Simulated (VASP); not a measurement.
Set up this calculation in VASP 6.6.1, as the native input.

```
Task                   : single point
Functional             : PBE
Potentials or basis    : VASP PAW PBE potentials, release 64 (Si)
Cutoff                 : 520 eV
k mesh                 : 8 × 8 × 8
Occupations            : gaussian, width 0.05 eV
Spin                   : no spin polarisation
Dipole correction      : no
Further INCAR settings : ALGO = Normal; EDIFF = 1e-07; NBANDS = 11
```

The structure of Si lies in POSCAR:

```
Si
1.0
    0.0000000000      2.7381791013      2.8783355847
    2.5877672655      0.0000000000      2.8783355847
    2.5877672655      2.7381791013      0.0000000000
Si
2
Direct
    0.5000000000      0.5000000000      0.5000000000
    0.7500000000      0.7500000000      0.7500000000
```

This cell differs from its parent crystal: strain +e along x and -e along y -0.0275, strain +e along z and -e/2 along x and y +0.0525.

These files were run (other wordings do the same):

INCAR

```
SYSTEM = Si
  PREC = Accurate
  ENCUT = 520
  EDIFF = 1E-7
  ISMEAR = 0
  SIGMA = 0.05
  LREAL = .False.
  LASPH = .True.
  NELM = 60
  ALGO = Normal
  ISIF = 2
  LWAVE = .False.
  LCHARG = .False.
  GGA = PE
  NBANDS = 11
```

KPOINTS

```
Automatic mesh
0
Gamma
  8 8 8
  0 0 0
```

Potentials or basis: VASP PAW PBE potentials, release 64 (Si).

The run is started by

```console
$ cat potpaw_PBE.64/Si/POTCAR > POTCAR
$ mpirun -np 1 vasp_std > vasp.out
```

It gave:

```yaml
Pressure: -0.1 GPa
Band_gap_on_the_k_mesh: zero (band 4 reaches 6.01 eV, above the bottom of band 5 at 5.82 eV)
```

Caveat: the cell differs from its parent crystal (strain +e along x and -e along y -0.0275, strain +e along z and -e/2 along x and y +0.0525).

Wall time 80 s on 1 thread of AMD EPYC 7R13, on a shared host, peak memory 0.14 GiB.
